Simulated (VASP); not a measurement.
Runs of VASP 6.6.1 on PtS2 (lda). The structure is that of space group P-3m1 (No. 164), or close to it. The cells are those of the table. 

| task | cell | k mesh | cutoff (eV) | gap on the mesh (eV) | pressure (GPa) | relaxed volume (Å³/atom) | largest force (eV/Å) |
| --- | --- | --- | --- | --- | --- | --- | --- |
| relaxation of cell and atoms | relaxed from a = 3.543, b = 3.543, c = 5.039 Å, angles 90.0, 90.0, 120.0°, 3 atoms | 6 × 6 × 4 | 600 | none | -0.1 | 16.79 | 0.04 |
| single point | a = 3.543, b = 3.543, c = 5.039 Å, angles 90.0, 90.0, 120.0°, 3 atoms | 6 × 6 × 4 | 520 | (a) | 3.6 | - | (b) |
| single point | a = 3.563, b = 3.563, c = 4.550 Å, angles 90.0, 90.0, 120.0°, 3 atoms | 6 × 6 × 4 | 520 | none | 0.2 | - | 0.04 |
| single point | a = 3.562, b = 3.562, c = 4.527 Å, angles 90.0, 90.0, 120.0°, 3 atoms | 15 × 15 × 10 | 520 | none | 0.0 | - | - |
| relaxation of cell and atoms | relaxed from a = 3.563, b = 3.563, c = 4.550 Å, angles 90.0, 90.0, 120.0°, 3 atoms | 15 × 15 × 10 | 600 | none | 0.0 | 16.61 | - |

Alike in all rows: level LDA; potentials or basis VASP PAW LDA potentials, release 64 (Pt, S); no spin polarisation; smearing gaussian 0.1 eV.

Problem. Estimate the missing entries.

Solution. (a) 0.86; (b) 0.81.

Caveats: spin-orbit coupling is left out, which moves the levels of the heavy elements; the relaxation stopped at a loose force limit of 0.05 eV/Å, so its end isn't a converged minimum (some runs).

A k mesh can miss the band edges, and the runs leave out spin-orbit coupling on Pt.

A gap of «none» marks levels without a gap at the run's occupations.
